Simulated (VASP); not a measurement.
# Mo (P6/mmm) in VASP: notebook

Mo is run at these levels: LDA; tasks: single point.

All numbers are computed with VASP 6.6.1; they aren't measurements. Logs are shortened: lines on timing, memory, paths and dates and some standing lists are left out, and cuts for length are marked.

**1. The cell of the first run**

Symmetry: P6/mmm, No. 191, hexagonal system. Conventional cell: a = 2.653 Å, b = 2.653 Å, c = 2.479 Å, α = 90.00°, β = 90.00°, γ = 120.00°. Within 3.3 Å of Mo (site symmetry 6/mmm) lie 8 Mo at 2.48 to 2.65 Å.

This isn't the form of Mo at room conditions, which is bcc.

**2. Single point, LDA (strain -0.030 along x and y, -0.030 along z)**

Input file INCAR:

```
ALGO = Normal
EDIFF = 1E-7
ENCUT = 520
ISIF = 2
ISMEAR = 0
LASPH = True
LCHARG = False
LREAL = False
LWAVE = False
NBANDS = 13
NELM = 100
PREC = Accurate
SIGMA = 0.15
```

Input file KPOINTS:

```
k-points
0
Gamma
  18 18 18
```

Input file POSCAR:

```
Mo
1.0
    2.6534450853      0.0000000000      0.0000000000
   -1.3267225426      2.2979508514      0.0000000000
    0.0000000000      0.0000000000      2.4785252790
Mo
1
Direct
    0.0000000000      0.0000000000      0.5000000000
```

Potentials or basis: VASP PAW LDA potentials, release 64 (Mo_sv).

Command:

```console
> cat potpaw_LDA.64/Mo_sv/POTCAR > POTCAR
> mpirun -np 1 vasp_std > vasp.out
```

OUTCAR:

```text
EDIFF = 1E-7
   ENCUT = 520
   ISIF = 2
   ISMEAR = 0
   LASPH = True
   LREAL = False
   NELM = 100
   PREC = Accurate

 ion  position               nearest neighbor table
   1  0.000  0.000  0.500-

  LATTYP: Found a hexagonal cell.
 ALAT       =     2.6534450853
 C/A-ratio  =     0.9340782264

  Lattice vectors:

 A1 = (   2.6534450853,   0.0000000000,   0.0000000000)
 A2 = (  -1.3267225426,   2.2979508514,   0.0000000000)
 A3 = (   0.0000000000,   0.0000000000,   2.4785252790)

Analysis of symmetry for initial positions (statically):
=====================================================================
 Subroutine PRICEL returns:
 Original cell was already a primitive cell.

 Routine SETGRP: Setting up the symmetry group for a
 hexagonal supercell.

 Subroutine GETGRP returns: Found 24 space group operations
 (whereof 24 operations were pure point group operations)
 out of a pool of 24 trial point group operations.

The static configuration has the point symmetry D_6h.

Analysis of symmetry for dynamics (positions and initial velocities):
=====================================================================
 Subroutine PRICEL returns:
 Original cell was already a primitive cell.

 Routine SETGRP: Setting up the symmetry group for a
 hexagonal supercell.

 Subroutine GETGRP returns: Found 24 space group operations
 (whereof 24 operations were pure point group operations)
 out of a pool of 24 trial point group operations.

The dynamic configuration has the point symmetry D_6h.

 Subroutine INISYM returns: Found 24 space group operations
 (whereof 24 operations are pure point group operations),
 and found     1 'primitive' translations

----------------------------------------------------------------------------------------

                                     Primitive cell

  volume of cell :      15.1128

  direct lattice vectors                    reciprocal lattice vectors
     2.653445085  0.000000000  0.000000000     0.376868549  0.217585158  0.000000000
    -1.326722543  2.297950851  0.000000000     0.000000000  0.435170317  0.000000000
     0.000000000  0.000000000  2.478525279     0.000000000  0.000000000  0.403465726

  length of vectors
     2.653445085  2.653445085  2.478525279     0.435170317  0.435170317  0.403465726

  position of ions in fractional coordinates (direct lattice)
     0.000000000  0.000000000  0.500000000

  ion indices of the primitive-cell ions
   primitive index   ion index
                 1           1

----------------------------------------------------------------------------------------

 KPOINTS: k-points

Automatic generation of k-mesh.
 Grid dimensions read from file:
 generate k-points for:   18   18   18

 Generating k-lattice:

  Cartesian coordinates                     Fractional coordinates (reciprocal lattice)
     0.020937142  0.012088064  0.000000000     0.055555556 -0.000000000  0.000000000
     0.000000000  0.024176129  0.000000000     0.000000000  0.055555556  0.000000000
     0.000000000  0.000000000  0.022414763     0.000000000  0.000000000  0.055555556

  Length of vectors
     0.024176129  0.024176129  0.022414763

  Shift w.r.t. Gamma in fractional coordinates (k-lattice)
     0.000000000  0.000000000  0.000000000

 Subroutine IBZKPT returns following result:
 ===========================================

 Found    370 irreducible k-points:

 Following reciprocal coordinates:
            Coordinates               Weight
  0.000000  0.000000  0.000000      1.000000
  0.055556  0.000000  0.000000      6.000000
  0.111111  0.000000  0.000000      6.000000
  0.166667  0.000000  0.000000      6.000000
  0.222222  0.000000  0.000000      6.000000
  0.277778 -0.000000  0.000000      6.000000
[... 16 lines left out ...]
  0.333333  0.111111  0.000000     12.000000
  0.388889  0.111111  0.000000     12.000000
 [... further k-points ...]
   k-points           NKPTS =    370   k-points in BZ     NKDIM =    370   number of bands    NBANDS=     13
   number of dos      NEDOS =    301   number of ions     NIONS =      1
   total plane-waves  NPLWV =   7200
   dimension x,y,z NGX =    20 NGY =   20 NGZ =   18
   dimension x,y,z NGXF=    40 NGYF=   40 NGZF=   36
   ions per type =               1
   NGX,Y,Z   is equivalent  to a cutoff of  12.53, 12.53, 12.07 a.u.
   NGXF,Y,Z  is equivalent  to a cutoff of  25.06, 25.06, 24.15 a.u.
 SYSTEM =  unknown system
   PREC   = accura    normal or accurate (medium, high low for compatibility)
   ISTART =      0    job   : 0-new  1-cont  2-samecut
   ICHARG =      2    charge: 1-file 2-atom 10-const
   ISPIN  =      1    spin polarized calculation?
   LNONCOLLINEAR =      F non collinear calculations
   LSORBIT =      F    spin-orbit coupling
   LASPH  =      T    aspherical Exc in radial PAW
   ENCUT  =  520.0 eV  38.22 Ry    6.18 a.u.   4.93  4.93  4.61*2*pi/ulx,y,z
   NELM   =    100;   NELMIN=  2; NELMDL= -5     # of ELM steps
   EDIFF  = 0.1E-06   stopping-criterion for ELM
   LREAL  =      F    real-space projection
   EDIFFG = 0.1E-05   stopping-criterion for IOM
   NSW    =      0    number of steps for IOM
   IBRION =     -1    ionic relax: 0-MD 1-quasi-New 2-CG
   NFREE  =      0    steps in history (QN), initial steepest desc. (CG)
   ISIF   =      2    stress and relaxation
   ISYM   =      2    0-nonsym 1-usesym 2-fastsym
   POTIM  = 0.5000    time-step for ionic-motion
   TEBEG  =    0.0;   TEEND  =   0.0 temperature during run
   PSTRESS=    0.0 pullay stress
   NELECT =      14.0000    total number of electrons
   NUPDOWN=      -1.0000    fix difference up-down
   EMIN   =  10.00;   EMAX   =-10.00  energy-range for DOS
   EFERMI =   0.00;   METHOD = LEGACY
   ISMEAR =     0;   SIGMA  =   0.15  broadening in eV -4-tet -1-fermi 0-gaus
   EFERMI_NEDOS =   21; number of points for ismear=-14 and -15
   IALGO  =     38    algorithm
   IMIX   =      4    mixing-type and parameters
     AMIX     =   0.40;   BMIX     =  1.00
     AMIX_MAG =   1.60;   BMIX_MAG =  1.00
  volume/ion in A,a.u.               =      15.11       101.99
  Fermi-wavevector in a.u.,A,eV,Ry     =   1.595889  3.015794 34.652173  2.546863
  Thomas-Fermi vector in A             =   2.693738
   LORBIT       =      0    0 simple, 1 ext, 2 COOP (PROOUT), +10 PAW based schemes
   GGA     = CA    functional components
   LHFCALC =     F    Hartree Fock is set to
   AEXX    =    0.0000 exact exchange contribution
   IVDW    =     0    specifies the selected vdW correction
   LEPSILON=     F    determine dielectric tensor
   LRPA    =     F    only Hartree local field effects (RPA)
 non-spin polarized calculation
 Gauss-broadening in eV      SIGMA  =   0.15
  energy-cutoff  :      520.00
  volume of cell :       15.11
 maximum number of plane-waves:       435
 NGX is ok and might be reduce to    20
   NGX =  9   NGY =  9   NGZ =  9

 number of electron      13.9999994 magnetization

 Free energy of the ion-electron system (eV)
  ---------------------------------------------------
  ext. energy  EPLUGINS =         0.00000000
  ---------------------------------------------------
  free energy    TOTEN  =       -11.19527216 eV

  energy without entropy =      -11.18536886  energy(sigma->0) =      -11.19032051

 E-fermi :  12.8286     XC(G=0): -13.6996

 val. band max:       12.8285302302   @ k =   0.3333   0.3333   0.5000
 cond. band min:      12.8437466923   @ k =   0.0556   0.0000   0.5000
 fundamental gap:      0.0152164621
 Fermi energy:        12.8286354089

 k-point     1 :       0.0000    0.0000    0.0000
  band No.  band energies     occupation
      1     -47.8818      2.00000
      2     -21.0945      2.00000
      3     -21.0945      2.00000
      4     -21.0076      2.00000
      5       5.8248      2.00000
      6       8.0381      2.00000
      7      11.7817      2.00000
      8      11.7817      2.00000
      9      17.5368      0.00000
     10      17.5368      0.00000
     11      25.9257      0.00000
     12      29.3939      0.00000
     13      34.3985      0.00000

 k-point     2 :       0.0556    0.0000    0.0000
  band No.  band energies     occupation
      1     -47.8722      2.00000
      2     -21.1548      2.00000
      3     -21.1078      2.00000
      4     -21.0013      2.00000
      5       5.9609      2.00000
      6       8.0981      2.00000
      7      11.6406      2.00000
      8      11.9080      2.00000
      9      17.3764      0.00000
     10      17.5112      0.00000
     11      26.2515      0.00000
     12      29.6714      0.00000
     13      33.6691      0.00000

 k-point     3 :       0.1111    0.0000    0.0000
  band No.  band energies     occupation
      1     -47.8444      2.00000
      2     -21.3264      2.00000
      3     -21.1458      2.00000
      4     -20.9830      2.00000
      5       6.3422      2.00000
      6       8.2740      2.00000
      7      11.2850      2.00000
      8      12.2819      2.00000
      9      16.9459      0.00000
     10      17.4381      0.00000
     11      27.1442      0.00000
     12      30.4429      0.00000
     13      32.2027      0.00000

 k-point     4 :       0.1667    0.0000    0.0000
  band No.  band energies     occupation
      1     -47.8016      2.00000
      2     -21.5840      2.00000
      3     -21.2036      2.00000
      4     -20.9550      2.00000
      5       6.8835      2.00000
      6       8.5344      2.00000
      7      10.9021      2.00000
      8      12.8879      0.57610
      9      16.3567      0.00000
     10      17.3283      0.00000
     11      28.2821      0.00000
     12      30.7742      0.00000
     13      31.5585      0.00000

 k-point     5 :       0.2222    0.0000    0.0000
  band No.  band energies     occupation
      1     -47.7486      2.00000
      2     -21.8917      2.00000
      3     -21.2737      2.00000
      4     -20.9204      2.00000
      5       7.4398      2.00000
      6       8.7421      2.00000
      7      10.8151      2.00000
      8      13.6984      0.00000
      9      15.7190      0.00000
     10      17.1967      0.00000
     11      28.2713      0.00000
     12      30.7221      0.00000
     13      31.5136      0.00000
[... 257 lines left out ...]
 k-point    22 :       0.2778    0.1111    0.0000
  band No.  band energies     occupation
      1     -47.6231      2.00000
      2     -22.4919      2.00000
      3     -21.5323      2.00000
      4     -20.8391      2.00000
      5       8.3439      2.00000
      6       9.0479      2.00000
      7      11.4524      2.00000
      8      14.6254      0.00000
      9      16.5035      0.00000
     10      16.6707      0.00000
     11      25.8192      0.00000
     12      27.8724      0.00000
     13      32.4254      0.00000

 k-point    23 :       0.3333    0.1111    0.0000
  band No.  band energies     occupation
      1     -47.5811      2.00000
      2     -22.6934      2.00000
      3     -21.6041      2.00000
      4     -20.8122      2.00000
      5       8.1465      2.00000
      6       9.2796      2.00000
      7      12.3982      1.99995
      8      14.2903      0.00000
      9      16.5319      0.00000
     10      17.5729      0.00000
     11      24.7892      0.00000
     12      26.9655      0.00000
     13      31.4395      0.00000

 k-point    24 :       0.3889    0.1111    0.0000
  band No.  band energies     occupation
      1     -47.5536      2.00000
      2     -22.8232      2.00000
      3     -21.6506      2.00000
      4     -20.7945      2.00000
      5       7.9719      2.00000
      6       9.4762      2.00000
      7      13.1478      0.00262
      8      14.0810      0.00000
      9      16.4429      0.00000
     10      18.3769      0.00000
     11      24.0752      0.00000
     12      26.2160      0.00000
     13      30.8274      0.00000

 [... further k-points ...]

------------------------ aborting loop because EDIFF is reached ----------------------------------------

  FORCE on cell =-STRESS in cart. coord.  units (eV):
  Direction    XX          YY          ZZ          XY          YZ          ZX
  --------------------------------------------------------------------------------------
  -------------------------------------------------------------------------------------
  Total        1.8062074      1.8062074      0.8912006      0.0000000      0.0000000     -0.0000000
  in kB      191.4846660    191.4846660     94.4804314      0.0000000      0.0000000     -0.0000000
  external PRESSURE =     159.1499211 kB  Pullay stress =       0.0000000 kB

 VOLUME and BASIS-vectors are now :
 -----------------------------------------------------------------------------
  energy-cutoff  :      520.00
  volume of cell :       15.11
      direct lattice vectors                 reciprocal lattice vectors
     2.653445085  0.000000000  0.000000000     0.376868549  0.217585158  0.000000000
    -1.326722543  2.297950851  0.000000000     0.000000000  0.435170317  0.000000000
     0.000000000  0.000000000  2.478525279     0.000000000  0.000000000  0.403465726

 POSITION                                       TOTAL-FORCE (eV/Angst)
 -----------------------------------------------------------------------------------
      0.00000      0.00000      1.23926         0.000000      0.000000      0.000000
 -----------------------------------------------------------------------------------
    total drift:                               -0.000000      0.000000      0.000000

  FREE ENERGIE OF THE ION-ELECTRON SYSTEM (eV)
  ---------------------------------------------------
  free  energy   TOTEN  =       -11.1952721643 eV

  energy  without entropy=      -11.1853688633  energy(sigma->0) =      -11.19032051
```

Wall time 19 s (1 thread of AMD EPYC 9R45 (Zen 5), shared host); peak memory 0.14 GiB.

What came out:

```
Free energy            : -11.1953 eV
Pressure               : 15.9 GPa
Band gap on the k mesh : zero (bands 7 and 8 overlap by 2.18 eV)
```

Stress tensor (GPa, compression positive):
```
19.15  0.00  0.00
 0.00 19.15  0.00
 0.00  0.00  9.45
```

Caveat: the cell differs from its parent crystal (strain -0.030 along x and y, -0.030 along z); the cell stands under pressure.

**3. Single point, LDA (strain -0.030 along x and y, -0.015 along z)**

Input file INCAR:

```
SYSTEM = Mo
PREC = Accurate
ENCUT = 520
EDIFF = 1E-6
ISMEAR = 0
SIGMA = 0.15
LREAL = .FALSE.
LASPH = .TRUE.
NELM = 100
ALGO = Normal
ISIF = 2
LWAVE = .FALSE.
LCHARG = .FALSE.
GGA = CA
NBANDS = 13
```

Input file KPOINTS:

```
Automatic mesh
0
G
  18 18 18
  0 0 0
```

POSCAR: that of step 2 with these lines changed.

```diff
@@ -4,3 +4,3 @@
    -1.3267225426      2.2979508514      0.0000000000
-    0.0000000000      0.0000000000      2.4785252790
+    0.0000000000      0.0000000000      2.5168529895
 Mo
```

Potentials or basis: VASP PAW LDA potentials, release 64 (Mo_sv).

Command:

```console
> cat potpaw_LDA.64/Mo_sv/POTCAR > POTCAR
> mpirun -np 1 vasp_std > vasp.out
```

It took 20 s on 1 thread of AMD EPYC 9R45 (Zen 5), shared host; peak memory 0.14 GiB.

Results (log left out):

```yaml
Free_energy: -11.2036 eV
Pressure: 11.7 GPa
Band_gap_on_the_k_mesh: zero (bands 7 and 8 overlap by 2.00 eV)
```

Stress tensor (GPa, compression positive):
```
16.59  0.00  0.00
 0.00 16.59  0.00
 0.00  0.00  1.84
```

Levels at points of the mesh, in eV from the Fermi level:
```tsv
k point	band 4	band 5	band 6	band 7	band 8	band 9	band 10	band 11
(0.00, 0.00, 0.00)	-33.95	-7.00	-4.71	-1.03	-1.03	4.52	4.52	13.17
(0.50, 0.00, 0.00)	-33.77	-5.41	-3.23	0.79	1.41	3.71	5.05	11.35
(0.00, 0.00, 0.50)	-33.77	-3.96	-0.18	-0.18	0.06	1.02	1.02	10.79
(0.50, 0.00, 0.50)	-34.17	-5.92	-3.87	-0.43	5.41	6.64	6.66	7.98
```

Caveat: the cell differs from its parent crystal (strain -0.030 along x and y, -0.015 along z); the cell stands under pressure.

[end of part 1 of 2]
